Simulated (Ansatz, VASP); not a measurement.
One calculation of CsH, two programs

INCAR

```
PREC = Accurate
ENCUT = 520
EDIFF = 1E-7
ISMEAR = 0
SIGMA = 0.02
LREAL = False
LASPH = True
NELM = 100
ALGO = Normal
ISIF = 2
LWAVE = False
LCHARG = False
GGA = CA
NBANDS = 18
```

Contents of KPOINTS:

```
Automatic mesh
0
Gamma
  6 6 6
```

The input POSCAR:

```
CsH
1.0
    2.9290735018      2.9290735018      0.0000000000
   -2.9290735018      2.9290735018      0.0000000000
    0.0000000000      0.0000000000      5.8581470035
Cs H
2 2
Direct
    0.0000000000      0.0000000000      0.0000000000
    0.5000000000      0.5000000000      0.5000000000
    0.5000000000      0.5000000000      0.0000000000
    0.0000000000      0.0000000000      0.5000000000
```

Input for Ansatz:

```yaml
crystal:
  lattice:
    - [2.9290735018, 2.9290735018, 0.0]
    - [-2.9290735018, 2.9290735018, 0.0]
    - [0.0, 0.0, 5.8581470035]
  atoms:
    - { symbol: Cs, position: [0.0, 0.0, 0.0] }
    - { symbol: Cs, position: [0.5, 0.5, 0.5] }
    - { symbol: H, position: [0.5, 0.5, 0.0] }
    - { symbol: H, position: [0.0, 0.0, 0.5] }
basis:
  ecutwfc: 420
kpoints:
  mp_grid: { grid: [6, 6, 6] }
  band_path: { path: [VBM, CBM], npoints: 2 }
hamiltonian:
  xc: lda
scf:
  occupations: { method: gaussian, width: 0.02 }
output:
  forces: true
  stress: true
  eigenvalues: true
checkpoint:
  read: start.run
  write: ck
  compress: false
  write_wavefunctions: false
  write_every: 100000
```

Alike in both runs: task single point; functional LDA; k mesh 6 × 6 × 6; occupations gaussian, width 0.02 eV; no spin polarisation.

|  | VASP | Ansatz |
| --- | --- | --- |
| version | VASP 6.6.1 | Ansatz 0.2.0 |
| potentials or method | VASP PAW LDA potentials, release 64 (Cs_sv, H), cutoff 520 eV | scalar-relativistic, plane waves, PAW |
| valence electrons in the cell | 20 | 20 |

```tsv
	VASP	Ansatz	Ansatz less VASP
gap on the k mesh at the Fermi level (eV)	1.48	1.52	+0.040
least direct gap on the mesh (eV)	1.48	1.52	+0.040
pressure (GPa)	1.9	1.8	-0.13
```

LDA's correlation is that of Perdew and Zunger in VASP and of Perdew and Wang (1992) in Ansatz.

Spin-orbit coupling is off throughout.
